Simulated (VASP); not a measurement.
A run of VASP 6.6.1 is set up as follows.

INCAR

```
PREC = Accurate ; ENCUT = 520
EDIFF = 1E-7 ; ISMEAR = 0
SIGMA = 0.1 ; LREAL = False
LASPH = True ; NELM = 80
ALGO = Fast ; ISIF = 2
LWAVE = False ; LCHARG = False
GGA = PE ; NBANDS = 28
```

File KPOINTS:

```
Automatic mesh
0
Gamma
  14 14 14
```

File POSCAR:

```
InRu2
1.0
    0.0000000000      3.0324961252      3.0324961252
    3.0324961252      0.0000000000      3.0324961252
    3.0324961252      3.0324961252      0.0000000000
In Ru
1 2
Direct
    0.0000000000      0.0000000000      0.0000000000
    0.2500000000      0.2500000000      0.2500000000
    0.5000000000      0.5000000000      0.5000000000
```

Potentials or basis: VASP PAW PBE potentials, release 64 (In_d, Ru_pv).

Launch:

```bash
$ cat potpaw_PBE.64/In_d/POTCAR potpaw_PBE.64/Ru_pv/POTCAR > POTCAR
$ mpirun -np 1 vasp_std > vasp.out
```

Q: What does it give for the pressure?

A: 0.0 GPa.
